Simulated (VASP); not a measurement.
Wanted: the native input for a VASP 6.6.1 run.

```yaml
Task: single point
Functional: PBE
Dispersion: D3(BJ)
Potentials_or_basis: VASP PAW PBE potentials, release 64 (Eu, S)
Cutoff: 600 eV
k_mesh: 8 × 8 × 8
Occupations: gaussian, width 0.05 eV
Spin: collinear spin, ferromagnetic start
Starting_moments: "[7.53, -0.07] μB"
Hubbard_terms: Eu f U = 6.0 eV
Dipole_correction: no
Further_INCAR_settings: ALGO = Normal; EDIFF = 1e-06; NBANDS = 22
```

The structure of EuS lies in POSCAR:

```
EuS
1.0
    0.0000000000      2.9364519135      2.9364519135
    2.9364519135      0.0000000000      2.9364519135
    2.9364519135      2.9364519135      0.0000000000
Eu S
1 1
Direct
    0.5000000000      0.5000000000      0.5000000000
    0.0000000000      0.0000000000      0.0000000000
```

One way to write it, as run:

INCAR

```
ALGO = Normal
EDIFF = 1E-6
ENCUT = 600
GGA = PE
GGA_COMPAT = F
ISIF = 2
ISMEAR = 0
ISPIN = 2
IVDW = 12
LASPH = T
LCHARG = F
LDAU = T
LDAUJ = 0 0
LDAUL = 3 -1
LDAUPRINT = 1
LDAUTYPE = 2
LDAUU = 6 0
LMAXMIX = 6
LORBIT = 11
LREAL = F
LWAVE = F
MAGMOM = 7.53 -0.07
NBANDS = 22
NELM = 200
PREC = Accurate
SIGMA = 0.05
```

KPOINTS

```
k-points
0
Gamma
  8 8 8
```

Potentials or basis: VASP PAW PBE potentials, release 64 (Eu, S).

Run with:

```console
$ cat potpaw_PBE.64/Eu/POTCAR potpaw_PBE.64/S/POTCAR > POTCAR
$ mpirun -np 1 vasp_std > vasp.out
```

Results of the run:

```json
{"Pressure": "1.2 GPa", "Band gap on the k mesh": "0.19 eV (least direct gap 0.48 eV)", "Net moment": "7.00 μB per cell", "Site moments": "Eu +6.71; S -0.07 μB", "Valence electrons inside the program's atomic spheres": "Eu 14.91; S 3.78", "Dispersion energy per atom": "-0.345 eV"}
```

Caveat: three body term missing; spin-orbit coupling is left out, which moves the levels of the heavy elements; a cell with one magnetic atom can't hold antiferromagnetic order, which such compounds often take.

Run time: 2.1 min on 1 thread of Intel(R) Xeon(R) Platinum 8124M CPU @ 3.00GHz (Skylake/Cascade Lake), on a shared host, peak memory 0.3 GiB.
